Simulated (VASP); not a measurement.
# MoRu2: single point with PBE

Crystal: MoRu2.

```xyz
6
Lattice="4.6276 0.0000 0.0000 -2.3138 4.0076 0.0000 0.0000 0.0000 4.2485" Properties=species:S:1:pos:R:3 pbc="T T T"
Mo    2.3138    1.3359    0.0000
Mo    0.0000    2.6717    0.0000
Ru    0.0000    0.0000    0.0000
Ru   -0.7663    1.3272    2.1242
Ru    1.5475    2.6804    2.1242
Ru    1.5326    0.0000    2.1242
```

```
Program             : VASP 6.6.1
Task                : single point
Functional          : PBE
Potentials or basis : VASP PAW PBE potentials, release 64 (Mo_sv, Ru_pv)
Cutoff              : 520 eV
k mesh              : 12 × 12 × 8
Occupations         : gaussian, width 0.1 eV
Spin                : no spin polarisation
```

The pressure is 34.1 GPa, the largest force is 0.008 eV/Å and the band gap on the k mesh is zero (bands 42 and 43 overlap by 0.99 eV).

Forces on the atoms (eV/Å):
```
Mo   0.000  0.000  0.000
Mo   0.000  0.000  0.000
Ru   0.000  0.000  0.000
Ru   0.004 -0.007  0.000
Ru   0.004  0.007  0.000
Ru  -0.008  0.000  0.000
```

Levels at points of the mesh, in eV from the Fermi level:
| k point | band 40 | band 41 | band 42 | band 43 | band 44 | band 45 |
| --- | --- | --- | --- | --- | --- | --- |
| (0.00, 0.00, 0.00) | -0.75 | -0.75 | -0.13 | -0.13 | 1.81 | 1.86 |
| (0.50, 0.00, 0.00) | -0.82 | -0.66 | -0.30 | 0.13 | 0.39 | 0.53 |
| (0.00, 0.00, 0.50) | -1.55 | -0.65 | -0.65 | -0.32 | -0.32 | 1.24 |
| (0.50, 0.00, 0.50) | -0.86 | -0.39 | 0.19 | 0.83 | 1.62 | 1.63 |

It took 2.9 min on 1 thread of Intel(R) Xeon(R) 6975P-C (Granite Rapids), on a shared host, peak memory 0.4 GiB.

Caveat: the cell stands under pressure.
